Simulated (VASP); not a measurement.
Runs of VASP 6.6.1 on NaI. It takes space group Fm-3m (No. 225, cubic). The conventional cell has a = 6.459 Å, b = 6.459 Å, c = 6.459 Å, α = 90.00°, β = 90.00°, γ = 90.00°. Na (site symmetry m-3m) has 6 I at 3.23 Å within 4.2 Å. Within 4.2 Å of I (site symmetry m-3m) lie 6 Na at 3.23 Å. 

```csv
level,potentials or basis,k mesh,grid for exact exchange (PRECFOCK),share of exact exchange,screening parameter,gap on the mesh (eV),pressure (GPa)
PBE-based screened hybrid,"VASP PAW PBE potentials, release 64 (Na_pv, I)",4 × 4 × 4,Normal,0.4,0.5 1/Å,4.45,0.3
PBEsol,"VASP PAW PBE potentials, release 64 (Na_pv, I)",5 × 5 × 5,-,-,-,3.52,-0.4
LDA,"VASP PAW LDA potentials, release 64 (Na_pv, I)",6 × 6 × 6,-,-,-,(a),(b)
PBE-based screened hybrid,"VASP PAW PBE potentials, release 64 (Na_pv, I)",4 × 4 × 4,Normal,0.3,0.5 1/Å,4.25,0.3
PBEsol,"VASP PAW PBE potentials, release 64 (Na_pv, I)",6 × 6 × 6,-,-,-,3.52,-0.4
PBE-based screened hybrid,"VASP PAW PBE potentials, release 64 (Na_pv, I)",4 × 4 × 4,Normal,0.15,0.3 1/Å,4.14,0.4
r2SCAN,"VASP PAW PBE potentials, release 64 (Na_pv, I)",6 × 6 × 6,-,-,-,4.46,-0.1
HSE06,"VASP PAW PBE potentials, release 64 (Na_pv, I)",4 × 4 × 4,Normal,-,0.2079 1/Å,4.67,0.3
```

Alike in all rows: task single point; no spin polarisation; cell as given; cutoff (eV) 520; smearing gaussian 0.01 eV.

Task: Fill in the values left out.

Result: (a) 3.36; (b) -1.5.

Caveats: some runs use coarse meshes; spin-orbit coupling is left out, which moves the levels of the heavy elements; the PAW data sets were made with another functional, which shifts forces and pressure a little (some runs).

A k mesh can miss the band edges, and the runs leave out spin-orbit coupling on I.
